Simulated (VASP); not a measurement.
Runs of VASP 6.6.1 on InGa3As4. The structure is that of space group P-4m2 (No. 115), or close to it. The cells are those of the table. 

| task | cell | k mesh | cutoff (eV) | gap on the mesh (eV) | pressure (GPa) | largest force (eV/Å) |
| --- | --- | --- | --- | --- | --- | --- |
| single point | a = 4.159, b = 4.159, c = 11.642 Å, 8 atoms | 4 × 4 × 2 | 520 | none | 0.3 | 0.03 |
| relaxation of cell and atoms | relaxed from a = 3.967, b = 3.967, c = 11.222 Å, 8 atoms | 4 × 4 × 2 | 600 | none | 0.1 | 0.03 |
| single point | a = 3.967, b = 3.967, c = 11.222 Å, 8 atoms | 4 × 4 × 2 | 520 | (a) | (b) | 2.05 |
| single point | a = 4.134, b = 4.134, c = 11.761 Å, 8 atoms | 10 × 10 × 4 | 520 | none | 0.1 | 0.01 |

Alike in all rows: level PBE; potentials or basis VASP PAW PBE potentials, release 64 (In_d, Ga_d, As); no spin polarisation; smearing gaussian 0.1 eV.

Estimate the missing entries.

(a) 0.71; (b) 11.2.

Caveats: some runs use coarse meshes; spin-orbit coupling is left out, which moves the levels of the heavy elements; forces of over 1 eV/Å act on the atoms, so gaps and moduli don't describe the material at rest (some runs).

A k mesh can miss the band edges, and the runs leave out spin-orbit coupling on As, Ga, In.

A gap of «none» marks levels without a gap at the run's occupations.
